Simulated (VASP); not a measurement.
Write the native input for VASP 6.6.1 that does the following.

```
Task                   : single point
Functional             : PBE
Potentials or basis    : VASP PAW PBE potentials, release 64 (Be, Ga_d, C_h)
Cutoff                 : 1300 eV
k mesh                 : 2 × 6 × 6
Occupations            : gaussian, width 0.1 eV
Spin                   : no spin polarisation
Dipole correction      : no
Further INCAR settings : ALGO = Normal; EDIFF = 1e-06; NBANDS = 26
```

The structure of BeGa2C2 lies in POSCAR:

```
BeGa2C2
1.0
    8.4656829823      0.0000000000      0.0000000000
    0.0000000000      1.5072126265      2.5453593493
    0.0000000000     -1.5072126265      2.5453593493
Be Ga C
1 2 2
Direct
    0.0000000000      0.3733617435      0.3733617435
    0.6726147895      0.0330496378      0.0330496378
    0.3273852105      0.0330496378      0.0330496378
    0.0790794035      0.0342737569      0.0342737569
    0.9209205965      0.0342737569      0.0342737569
```

These files were run (other wordings do the same):

INCAR

```
SYSTEM = BeGa2C2
PREC = Accurate
ENCUT = 1300
EDIFF = 1E-6
ISMEAR = 0
SIGMA = 0.1
LREAL = .False.
LASPH = .True.
NELM = 120
ALGO = Normal
ISIF = 2
LWAVE = .False.
LCHARG = .True.
GGA = PE
LELF = .True.
LVHAR = .True.
NBANDS = 26
GGA_COMPAT = .False.
```

KPOINTS

```
regular mesh
0
Gamma
  2 6 6
  0 0 0
```

Potentials or basis: VASP PAW PBE potentials, release 64 (Be, Ga_d, C_h).

Run with:

```sh
$ cat potpaw_PBE.64/Be/POTCAR potpaw_PBE.64/Ga_d/POTCAR potpaw_PBE.64/C_h/POTCAR > POTCAR
$ mpirun -np 1 vasp_std > vasp.out
```

Results of the run:

| Quantity | Value |
| --- | --- |
| Pressure | 0.6 GPa |
| Largest force | 0.210 eV/Å |
| Band gap on the k mesh | zero (bands 18 and 19 overlap by 3.29 eV) |

Caveat: the k points lie up to 0.40 Å⁻¹ apart, too coarse for converged energies and pressures of a metal.

Wall time 4.1 min on 1 thread of Intel(R) Xeon(R) Platinum 8375C CPU @ 2.90GHz (Ice Lake) (shared host), peak memory 0.43 GiB.
